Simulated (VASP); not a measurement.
KF, 2 atoms in the cell. It takes space group Immm (No. 71, orthorhombic). The conventional cell has a = 3.639 Å, b = 3.923 Å, c = 5.347 Å, α = 90.00°, β = 90.00°, γ = 90.00°. K (site symmetry mmm) has 6 F at 2.67 to 2.68 Å within 3.5 Å. Within 3.5 Å of F (site symmetry mmm) lie 6 K at 2.67 to 2.68 Å.  This cell differs from its parent crystal: strain -0.0750 x Voigt [0, 0, 0, 0, 1, 0].

* Program: VASP 6.6.1
* Task: single point
* Functional: r2SCAN
* Potentials or basis: VASP PAW PBE potentials, release 64 (K_sv, F)
* Cutoff: 520 eV
* k mesh: 8 × 8 × 8
* Occupations: gaussian, width 0.05 eV
* Spin: no spin polarisation
* Dipole correction: no
* Further INCAR settings: ALGO = Normal; EDIFF = 1e-06; NBANDS = 15

Potentials or basis: VASP PAW PBE potentials, release 64 (K_sv, F).

Run with:

```bash
$ cat potpaw_PBE.64/K_sv/POTCAR potpaw_PBE.64/F/POTCAR > POTCAR
$ cp INCAR.step1 INCAR
$ mpirun -np 1 vasp_std > vasp.out
$ cp INCAR.step2 INCAR
$ mpirun -np 1 vasp_std > vasp.out
```

Hardware: 1 thread of AMD EPYC 7R43 64-Core Processor (Zen 3) (shared host).

Estimate the wall time of this run.

Wall time 3.2 min on 1 thread of AMD EPYC 7R43 64-Core Processor (Zen 3), with other jobs on the host, peak memory 0.16 GiB. Counts: k points 95.
